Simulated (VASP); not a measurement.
Here is a VASP 6.6.1 calculation.

Contents of INCAR:

```
  ALGO = Normal
  EDIFF = 1E-8
  ENCUT = 520
  GGA = PS
  ISIF = 2
  ISMEAR = -1
  LASPH = True
  LCHARG = False
  LEFG = True
  LREAL = False
  LWAVE = False
  NBANDS = 18
  NELM = 100
  PREC = Accurate
  SIGMA = 0.05
```

KPOINTS

```
k-points
0
Gamma
  9 9 9
```

POSCAR

```
Ag
1.0
    0.0000000000      2.8140871700      2.8140871700
    2.8140871700      0.0000000000      2.8140871700
    2.8140871700      2.8140871700      0.0000000000
Ag
2
Direct
   -0.1475000000     -0.1175000000     -0.1175000000
    0.1475000000      0.1175000000      0.1175000000
```

Potentials or basis: VASP PAW PBE potentials, release 64 (Ag).

Command:

```console
$ cat potpaw_PBE.64/Ag/POTCAR > POTCAR
$ mpirun -np 1 vasp_std > vasp.out
```

(1) Estimate the pressure.

(2) Estimate the band gap on the k mesh.

(3) Estimate the largest force.

## Answers

(1) 17.0 GPa.

(2) zero (band 11 reaches 5.57 eV, above the bottom of band 12 at 4.60 eV).

(3) 2.389 eV/Å.

Caveat: the cell differs from its parent crystal (shortest bond scaled by 0.94); without QUAD_EFG the Cq values of the log hold for a quadrupole moment of 1 mb, not for the nuclei; the PAW data sets were made with another functional, which shifts forces and pressure a little.
